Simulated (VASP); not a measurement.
# WSe2 in VASP: single point with PBE

Aim: the single point of WSe2 with PBE.

Program: VASP 6.6.1. These are calculated values, not measurements. Logs are shortened: lines on timing, memory, paths and dates and some standing lists are left out, and cuts for length are marked.

### Step 1. The cell of the first run

The cell holds a slab with vacuum, 12 atoms: a = 3.321 Å, b = 3.321 Å, c = 38.770 Å, α = 90.00°, β = 90.00°, γ = 120.00°.

### Step 2. Single point, PBE

Contents of INCAR:

```
ALGO     = Normal         # electronic algorithm
EDIFF    = 1E-7           # SCF threshold, eV
ENCUT    = 520            # plane-wave cutoff, eV
GGA      = PE             # functional
ISIF     = 2              # what is computed and relaxed
ISMEAR   = 0              # smearing method
LASPH    = True           # aspherical terms in the spheres
LCHARG   = False          # write CHGCAR
LREAL    = False          # projectors in reciprocal space
LWAVE    = False          # write WAVECAR
NBANDS   = 64             # bands
NELM     = 60             # most SCF steps
PREC     = Accurate       # precision mode
SIGMA    = 0.02           # smearing width, eV
```

Contents of KPOINTS:

```
k-points
0
Gamma
  12 12 1
```

Contents of POSCAR:

```
WSe2
1.0
    3.3206779330      0.0000000000      0.0000000000
   -1.6603389665      2.8757914477      0.0000000000
    0.0000000000      0.0000000000     38.7701042002
W Se
4 8
Direct
    0.6666666667      0.3333333333      0.9017078272
    0.6666666667      0.3333333333      0.2946354537
    0.3333333333      0.6666666667      0.7053645463
    0.3333333333      0.6666666667      0.0982921728
    0.3333333333      0.6666666667      0.9449957673
    0.3333333333      0.6666666667      0.3379185056
    0.6666666667      0.3333333333      0.7486531834
    0.6666666667      0.3333333333      0.1415801739
    0.3333333333      0.6666666667      0.8584198261
    0.3333333333      0.6666666667      0.2513468166
    0.6666666667      0.3333333333      0.6620814944
    0.6666666667      0.3333333333      0.0550042327
```

Potentials or basis: VASP PAW PBE potentials, release 64 (W_sv, Se).

Command:

```console
cat potpaw_PBE.64/W_sv/POTCAR potpaw_PBE.64/Se/POTCAR > POTCAR
mpirun -np 1 vasp_std > vasp.out
```

OUTCAR:

```text
EDIFF = 1E-7
   ENCUT = 520
   GGA = PE
   ISIF = 2
   ISMEAR = 0
   LASPH = True
   LREAL = False
   NELM = 60
   PREC = Accurate

 ion  position               nearest neighbor table
   1  0.667  0.333  0.902-   5 2.55   5 2.55   5 2.55   9 2.55   9 2.55   9 2.55
   2  0.667  0.333  0.295-   6 2.55   6 2.55   6 2.55  10 2.55  10 2.55  10 2.55
   3  0.333  0.667  0.705-  11 2.55  11 2.55  11 2.55   7 2.55   7 2.55   7 2.55
   4  0.333  0.667  0.098-  12 2.55  12 2.55  12 2.55   8 2.55   8 2.55   8 2.55
   5  0.333  0.667  0.945-   1 2.55   1 2.55   1 2.55
   6  0.333  0.667  0.338-   2 2.55   2 2.55   2 2.55
   7  0.667  0.333  0.749-   3 2.55   3 2.55   3 2.55
   8  0.667  0.333  0.142-   4 2.55   4 2.55   4 2.55
   9  0.333  0.667  0.858-   1 2.55   1 2.55   1 2.55
  10  0.333  0.667  0.251-   2 2.55   2 2.55   2 2.55
  11  0.667  0.333  0.662-   3 2.55   3 2.55   3 2.55
  12  0.667  0.333  0.055-   4 2.55   4 2.55   4 2.55

  LATTYP: Found a hexagonal cell.
 ALAT       =     3.3206779330
 C/A-ratio  =    11.6753581595

  Lattice vectors:

 A1 = (   3.3206779330,   0.0000000000,   0.0000000000)
 A2 = (  -1.6603389665,   2.8757914477,   0.0000000000)
 A3 = (   0.0000000000,   0.0000000000,  38.7701042002)

Analysis of symmetry for initial positions (statically):
=====================================================================
 Subroutine PRICEL returns:
 Original cell was already a primitive cell.

 Routine SETGRP: Setting up the symmetry group for a
 hexagonal supercell.

 Subroutine GETGRP returns: Found 12 space group operations
 (whereof 12 operations were pure point group operations)
 out of a pool of 24 trial point group operations.

The static configuration has the point symmetry D_3d.

Analysis of symmetry for dynamics (positions and initial velocities):
=====================================================================
 Subroutine PRICEL returns:
 Original cell was already a primitive cell.

 Routine SETGRP: Setting up the symmetry group for a
 hexagonal supercell.

 Subroutine GETGRP returns: Found 12 space group operations
 (whereof 12 operations were pure point group operations)
 out of a pool of 24 trial point group operations.

The dynamic configuration has the point symmetry D_3d.

 Subroutine INISYM returns: Found 12 space group operations
 (whereof 12 operations are pure point group operations),
 and found     1 'primitive' translations

----------------------------------------------------------------------------------------

                                     Primitive cell

  volume of cell :     370.2381

  direct lattice vectors                    reciprocal lattice vectors
     3.320677933  0.000000000  0.000000000     0.301143327  0.173865181  0.000000000
    -1.660338966  2.875791448  0.000000000     0.000000000  0.347730362  0.000000000
     0.000000000  0.000000000 38.770104200     0.000000000  0.000000000  0.025793070

  length of vectors
     3.320677933  3.320677933 38.770104200     0.347730362  0.347730362  0.025793070

  position of ions in fractional coordinates (direct lattice)
     0.666666667  0.333333333  0.901707827
     0.666666667  0.333333333  0.294635454
     0.333333333  0.666666667  0.705364546
     0.333333333  0.666666667  0.098292173
     0.333333333  0.666666667  0.944995767
     0.333333333  0.666666667  0.337918506
     0.666666667  0.333333333  0.748653183
     0.666666667  0.333333333  0.141580174
     0.333333333  0.666666667  0.858419826
     0.333333333  0.666666667  0.251346817
     0.666666667  0.333333333  0.662081494
     0.666666667  0.333333333  0.055004233

  ion indices of the primitive-cell ions
   primitive index   ion index
                 1           1
                 2           2
                 3           3
                 4           4
                 5           5
                 6           6
                 7           7
                 8           8
                 9           9
                10          10
                11          11
                12          12

----------------------------------------------------------------------------------------

 KPOINTS: k-points

Automatic generation of k-mesh.
 Grid dimensions read from file:
 generate k-points for:   12   12    1

 Generating k-lattice:

  Cartesian coordinates                     Fractional coordinates (reciprocal lattice)
     0.025095277  0.014488765  0.000000000     0.083333333 -0.000000000  0.000000000
     0.000000000  0.028977530  0.000000000     0.000000000  0.083333333  0.000000000
     0.000000000  0.000000000  0.025793070     0.000000000  0.000000000  1.000000000

  Length of vectors
     0.028977530  0.028977530  0.025793070

  Shift w.r.t. Gamma in fractional coordinates (k-lattice)
     0.000000000  0.000000000  0.000000000

 Subroutine IBZKPT returns following result:
 ===========================================

 Found     19 irreducible k-points:

 Following reciprocal coordinates:
            Coordinates               Weight
  0.000000  0.000000  0.000000      1.000000
  0.083333  0.000000  0.000000      6.000000
  0.166667 -0.000000  0.000000      6.000000
  0.250000  0.000000  0.000000      6.000000
  0.333333  0.000000  0.000000      6.000000
  0.416667 -0.000000  0.000000      6.000000
[... 11 lines left out ...]
  0.333333  0.250000  0.000000     12.000000
  0.333333  0.333333  0.000000      2.000000
   k-points           NKPTS =     19   k-points in BZ     NKDIM =     19   number of bands    NBANDS=     64
   number of dos      NEDOS =    301   number of ions     NIONS =     12
   total plane-waves  NPLWV = 225792
   dimension x,y,z NGX =    28 NGY =   28 NGZ =  288
   dimension x,y,z NGXF=    56 NGYF=   56 NGZF=  576
   ions per type =               4   8
   NGX,Y,Z   is equivalent  to a cutoff of  14.02, 14.02, 12.35 a.u.
   NGXF,Y,Z  is equivalent  to a cutoff of  28.04, 28.04, 24.70 a.u.
 SYSTEM =  unknown system
   PREC   = accura    normal or accurate (medium, high low for compatibility)
   ISTART =      0    job   : 0-new  1-cont  2-samecut
   ICHARG =      2    charge: 1-file 2-atom 10-const
   ISPIN  =      1    spin polarized calculation?
   LNONCOLLINEAR =      F non collinear calculations
   LSORBIT =      F    spin-orbit coupling
   LASPH  =      T    aspherical Exc in radial PAW
   ENCUT  =  520.0 eV  38.22 Ry    6.18 a.u.   6.17  6.17 72.09*2*pi/ulx,y,z
   NELM   =     60;   NELMIN=  2; NELMDL= -5     # of ELM steps
   EDIFF  = 0.1E-06   stopping-criterion for ELM
   LREAL  =      F    real-space projection
   EDIFFG = 0.1E-05   stopping-criterion for IOM
   NSW    =      0    number of steps for IOM
   IBRION =     -1    ionic relax: 0-MD 1-quasi-New 2-CG
   NFREE  =      0    steps in history (QN), initial steepest desc. (CG)
   ISIF   =      2    stress and relaxation
   ISYM   =      2    0-nonsym 1-usesym 2-fastsym
   POTIM  = 0.5000    time-step for ionic-motion
   TEBEG  =    0.0;   TEEND  =   0.0 temperature during run
   PSTRESS=    0.0 pullay stress
   NELECT =     104.0000    total number of electrons
   NUPDOWN=      -1.0000    fix difference up-down
   EMIN   =  10.00;   EMAX   =-10.00  energy-range for DOS
   EFERMI =   0.00;   METHOD = LEGACY
   ISMEAR =     0;   SIGMA  =   0.02  broadening in eV -4-tet -1-fermi 0-gaus
   EFERMI_NEDOS =   21; number of points for ismear=-14 and -15
   IALGO  =     38    algorithm
   IMIX   =      4    mixing-type and parameters
     AMIX     =   0.40;   BMIX     =  1.00
     AMIX_MAG =   1.60;   BMIX_MAG =  1.00
  volume/ion in A,a.u.               =      30.85       208.21
  Fermi-wavevector in a.u.,A,eV,Ry     =   1.072158  2.026085 15.640215  1.149523
  Thomas-Fermi vector in A             =   2.207920
   LORBIT       =      0    0 simple, 1 ext, 2 COOP (PROOUT), +10 PAW based schemes
   GGA     = PE    functional components
   LHFCALC =     F    Hartree Fock is set to
   AEXX    =    0.0000 exact exchange contribution
   IVDW    =     0    specifies the selected vdW correction
   LEPSILON=     F    determine dielectric tensor
   LRPA    =     F    only Hartree local field effects (RPA)
 non-spin polarized calculation
 Gauss-broadening in eV      SIGMA  =   0.02
  energy-cutoff  :      520.00
  volume of cell :      370.24
 maximum number of plane-waves:     10020
 NGX is ok and might be reduce to    28
   NGX = 13   NGY = 13   NGZ =145

 number of electron     104.0000002 magnetization

 Free energy of the ion-electron system (eV)
  ---------------------------------------------------
  ext. energy  EPLUGINS =         0.00000000
  ---------------------------------------------------
  free energy    TOTEN  =       -86.50865551 eV

  energy without entropy =      -86.50865551  energy(sigma->0) =      -86.50865551

 E-fermi :   2.2785     XC(G=0):  -7.6674

 val. band max:        2.1872334899   @ k =   0.3333   0.3333   0.0000
 cond. band min:       3.6993124591   @ k =   0.1667   0.1667   0.0000
 fundamental gap:      1.5120789692
 Fermi energy:         2.2785137134

 k-point     1 :       0.0000    0.0000    0.0000
  band No.  band energies     occupation
      1     -71.9117      2.00000
      2     -71.9116      2.00000
      3     -71.9114      2.00000
      4     -71.9114      2.00000
      5     -36.1305      2.00000
      6     -36.1305      2.00000
[... 56 lines left out ...]
     63       5.2363      0.00000
     64       5.2407      0.00000

 k-point     2 :       0.0833    0.0000    0.0000
  band No.  band energies     occupation
      1     -71.9111      2.00000
      2     -71.9110      2.00000
      3     -71.9108      2.00000
      4     -71.9108      2.00000
      5     -36.1279      2.00000
      6     -36.1279      2.00000
[... 1128 lines left out ...]
     63       5.3603      0.00000
     64       5.3873      0.00000

 k-point    19 :       0.3333    0.3333    0.0000
  band No.  band energies     occupation
      1     -71.9017      2.00000
      2     -71.9017      2.00000
      3     -71.9014      2.00000
      4     -71.9014      2.00000
      5     -36.1843      2.00000
      6     -36.1843      2.00000
[... 56 lines left out ...]
     63       5.6095      0.00000
     64       5.6095      0.00000

------------------------ aborting loop because EDIFF is reached ----------------------------------------

  FORCE on cell =-STRESS in cart. coord.  units (eV):
  Direction    XX          YY          ZZ          XY          YZ          ZX
  --------------------------------------------------------------------------------------
  -------------------------------------------------------------------------------------
  Total        0.3788671      0.3788671      0.5495705     -0.0000000      0.0000000     -0.0000000
  in kB        1.6395188      1.6395188      2.3782248     -0.0000000      0.0000000     -0.0000000
  external PRESSURE =       1.8857542 kB  Pullay stress =       0.0000000 kB

 VOLUME and BASIS-vectors are now :
 -----------------------------------------------------------------------------
  energy-cutoff  :      520.00
  volume of cell :      370.24
      direct lattice vectors                 reciprocal lattice vectors
     3.320677933  0.000000000  0.000000000     0.301143327  0.173865181  0.000000000
    -1.660338966  2.875791448  0.000000000     0.000000000  0.347730362  0.000000000
     0.000000000  0.000000000 38.770104200     0.000000000  0.000000000  0.025793070

 POSITION                                       TOTAL-FORCE (eV/Angst)
 -----------------------------------------------------------------------------------
      1.66034      0.95860     34.95931        -0.000000      0.000000      0.000105
      1.66034      0.95860     11.42305         0.000000     -0.000000      0.000100
     -0.00000      1.91719     27.34706         0.000000     -0.000000     -0.000100
     -0.00000      1.91719      3.81080         0.000000     -0.000000     -0.000105
     -0.00000      1.91719     36.63758        -0.000000      0.000000      0.043703
     -0.00000      1.91719     13.10114         0.000000     -0.000000      0.044236
      1.66034      0.95860     29.02536         0.000000      0.000000      0.043627
      1.66034      0.95860      5.48908        -0.000000     -0.000000      0.043681
     -0.00000      1.91719     33.28103         0.000000      0.000000     -0.043681
     -0.00000      1.91719      9.74474        -0.000000     -0.000000     -0.043627
      1.66034      0.95860     25.66897        -0.000000     -0.000000     -0.044236
      1.66034      0.95860      2.13252         0.000000     -0.000000     -0.043703
 -----------------------------------------------------------------------------------
    total drift:                                0.000000     -0.000000      0.000000

  FREE ENERGIE OF THE ION-ELECTRON SYSTEM (eV)
  ---------------------------------------------------
  free  energy   TOTEN  =       -86.5086555098 eV

  energy  without entropy=      -86.5086555098  energy(sigma->0) =      -86.50865551
```

It took 26 min on 1 thread of Intel Xeon 8259CL, shared host; peak memory 0.72 GiB.

What came out:

| Property | Result |
| --- | --- |
| Free energy | -86.5087 eV |
| Largest force | 0.044 eV/Å |
| Band gap on the k mesh | 1.51 eV (least direct gap 1.53 eV) |

Forces on the atoms (eV/Å):
```
W    0.000  0.000  0.000
W    0.000  0.000  0.000
W    0.000  0.000  0.000
W    0.000  0.000  0.000
Se   0.000  0.000  0.044
Se   0.000  0.000  0.044
Se   0.000  0.000  0.044
Se   0.000  0.000  0.044
Se   0.000  0.000 -0.044
Se   0.000  0.000 -0.044
Se   0.000  0.000 -0.044
Se   0.000  0.000 -0.044
```

Caveat: there is no dipole correction, which matters where the two faces differ; spin-orbit coupling is left out, which moves the levels of the heavy elements.
